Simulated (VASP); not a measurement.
# Pb: relaxation of cell and atoms with PBE

The system is Pb.

```
CELL_PARAMETERS angstrom
0.00000 2.47500 2.47500
2.47500 0.00000 2.47500
2.47500 2.47500 0.00000
ATOMIC_POSITIONS crystal
Pb 0.00000 0.00000 0.00000
```

```yaml
Program: VASP 6.6.1
Task: relaxation of cell and atoms
Functional: PBE
Potentials_or_basis: VASP PAW PBE potentials, release 64 (Pb_d)
Cutoff: 500 eV
k_mesh: 15 × 15 × 15
Occupations: fermi-dirac, width 0.05 eV
Spin: no spin polarisation
Target_pressure: 60 GPa
Dipole_correction: no
Further_INCAR_settings: ALGO = Normal; EDIFF = 1e-07; IBRION = 2; EDIFFG = -0.03; NSW = 60; ISIF = 3
```

The relaxed volume is 19.91 Å³/atom, the relaxed cell is a = 3.042 Å, b = 3.042 Å, c = 3.042 Å, α = 60.00°, β = 60.00°, γ = 60.00° and the space group after relaxing (to 0.1 Å) is Fm-3m (No. 225). The energy change on relaxing (the run minimises the enthalpy) is +1403.8 meV/atom. The ionic steps are 10, the pressure after relaxing is 60.0 GPa and the band gap on the k mesh is zero (bands 7 and 8 overlap by 12.01 eV).

The path:
```csv
step,energy change (eV),largest force (eV/Å),pressure (GPa),volume (Å³)
1,0.0000,0.0000,2.34,30.32
2,194.2728,0.0000,15425.88,3.22
3,0.0381,0.0000,5.43,28.72
4,0.0978,0.0000,8.91,27.37
5,2.2953,0.0000,93.14,18.01
6,1.1834,0.0000,51.86,20.54
7,1.3815,0.0000,59.17,19.97
8,1.4487,0.0000,61.65,19.79
9,1.2666,0.0000,54.93,20.29
10,1.4038,0.0000,60.00,19.91
```

Final structure:
```cif
data_structure
_symmetry_space_group_name_H-M 'P 1'
_symmetry_Int_Tables_number 1
_cell_length_a 3.0422
_cell_length_b 3.0422
_cell_length_c 3.0422
_cell_angle_alpha 60.000
_cell_angle_beta 60.000
_cell_angle_gamma 60.000
_cell_volume 19.91
loop_
_atom_site_label
_atom_site_type_symbol
_atom_site_fract_x
_atom_site_fract_y
_atom_site_fract_z
_atom_site_occupancy
Pb1 Pb 0.00000 0.00000 0.00000 1
```

Levels at points of the mesh, in eV from the Fermi level:
| k point | band 3 | band 4 | band 5 | band 6 | band 7 | band 8 | band 9 | band 10 | band 11 |
| --- | --- | --- | --- | --- | --- | --- | --- | --- | --- |
| (0.00, 0.00, 0.00) | -18.17 | -17.70 | -17.70 | -15.81 | 9.19 | 10.47 | 10.47 | 10.47 | 16.02 |

It took 5.5 min on 1 thread of Intel(R) Xeon(R) 6975P-C (Granite Rapids), with other jobs on the host, peak memory 0.26 GiB.

Caveat: the cell is relaxed towards a set pressure, so the run minimises the enthalpy, not the energy; the volume moved by over 15 % at a fixed basis, so the end points are rough; spin-orbit coupling is left out, which moves the levels of the heavy elements.
